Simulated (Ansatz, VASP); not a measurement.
**Two plane-wave programs on LiB2**

The input INCAR:

```
  PREC = Accurate
  ENCUT = 600
  EDIFF = 1E-6
  ISMEAR = 0
  SIGMA = 0.1
  LREAL = False
  LASPH = True
  NELM = 100
  ALGO = Normal
  ISIF = 3
  LWAVE = False
  LCHARG = False
  GGA = PE
  IBRION = 2
  NSW = 90
  EDIFFG = -0.04
```

The input KPOINTS:

```
Automatic mesh
0
Gamma
  6 6 6
```

POSCAR

```
LiB2
1.0
    1.5561432300      0.8984397200      3.9908309700
   -1.5561432300      0.8984397200      3.9908309700
    0.0000000000     -1.7968794300      3.9908309700
Li B
1 2
Direct
    0.0000000000      0.0000000000      0.0000000000
    0.4160641100      0.4160641100      0.4160641100
    0.5839358900      0.5839358900      0.5839358900
```

Input for Ansatz:

```yaml
crystal:
  lattice:
    - [1.55614323, 0.89843972, 3.99083097]
    - [-1.55614323, 0.89843972, 3.99083097]
    - [0.0, -1.79687943, 3.99083097]
  atoms:
    - { symbol: Li, position: [0.0, 0.0, 0.0] }
    - { symbol: B, position: [0.41606411, 0.41606411, 0.41606411] }
    - { symbol: B, position: [0.58393589, 0.58393589, 0.58393589] }
basis:
  ecutwfc: 420
kpoints:
  mp_grid: { grid: [6, 6, 6] }
hamiltonian:
  xc: pbe
scf:
  occupations: { method: gaussian, width: 0.1 }
  lower_state_search: "off"
output:
  forces: true
  stress: true
  eigenvalues: true
relax:
  adjacent_minimum: "off"
  f_tol: 0.04
  max_steps: 70
  cell: { stress_tol: 0.4 }
```

Alike in both runs: task relaxation of cell and atoms; functional PBE; k mesh 6 × 6 × 6; occupations gaussian, width 0.1 eV; no spin polarisation.

```csv
,VASP,Ansatz
version,VASP 6.6.1,Ansatz 0.2.0
potentials or method,"VASP PAW PBE potentials, release 64 (Li_sv, B), cutoff 600 eV","scalar-relativistic, plane waves, PAW"
valence electrons in the cell,9,9
```

Ansatz gave:

| Quantity | Value |
| --- | --- |
| gap on the k mesh at the Fermi level, each at its own relaxed structure (eV) | none |
| relaxed volume (Å³/atom) | 7.91 |
| relaxed cell length with the largest relative difference (Å) | 3.046 |

Problem. Which values does VASP return?

Solution. gap on the k mesh at the Fermi level, each at its own relaxed structure (eV): none; relaxed volume (Å³/atom): 7.98; relaxed cell length with the largest relative difference (Å): 3.054.

A gap of «none» marks a metal or a gap that the smearing closes.

The k mesh is coarse, so the values compare programs but aren't converged. Noted on VASP's run: the cutoff is short for stress, so the pressure is rough; the volume moved by over 15 % at a fixed basis, so the end points are rough.
